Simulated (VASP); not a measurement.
Input of a VASP 6.6.1 run:

INCAR

```
PREC     = Accurate       # precision mode
ENCUT    = 520            # plane-wave cutoff, eV
EDIFF    = 1E-8           # SCF threshold, eV
ISMEAR   = 0              # smearing method
SIGMA    = 0.01           # smearing width, eV
LREAL    = F              # projectors in reciprocal space
LASPH    = T              # aspherical terms in the spheres
NELM     = 100            # most SCF steps
ALGO     = Normal         # electronic algorithm
ISIF     = 2              # what is computed and relaxed
LWAVE    = F              # write WAVECAR
LCHARG   = F              # write CHGCAR
GGA      = CA             # functional
IBRION   = 8              # ionic algorithm
NSW      = 1              # ionic steps
```

File KPOINTS:

```
regular mesh
0
Gamma
  6 6 6
```

Contents of POSCAR:

```
ZnS
1.0
    0.0000000000      2.6746928764      2.6746928764
    2.6746928764      0.0000000000      2.6746928764
    2.6746928764      2.6746928764      0.0000000000
Zn S
1 1
Direct
    0.7500000000      0.7500000000      0.7500000000
    0.0000000000      0.0000000000      0.0000000000
```

Potentials or basis: VASP PAW LDA potentials, release 64 (Zn, S).

Launch:

```bash
$ cat potpaw_LDA.64/Zn/POTCAR potpaw_LDA.64/S/POTCAR > POTCAR
$ mpirun -np 1 vasp_std > vasp.out
```

Q: Predict the highest phonon frequency at Γ, LO-TO splitting left out.

A: 278 cm⁻¹.

Phonon frequencies in cm⁻¹ (negative: imaginary):
```csv
q point,frequencies
"(0.000, 0.000, 0.000)",0 0 0 278 278 278
```

Caveat: the cell wasn't relaxed at this level first, which shifts response properties.
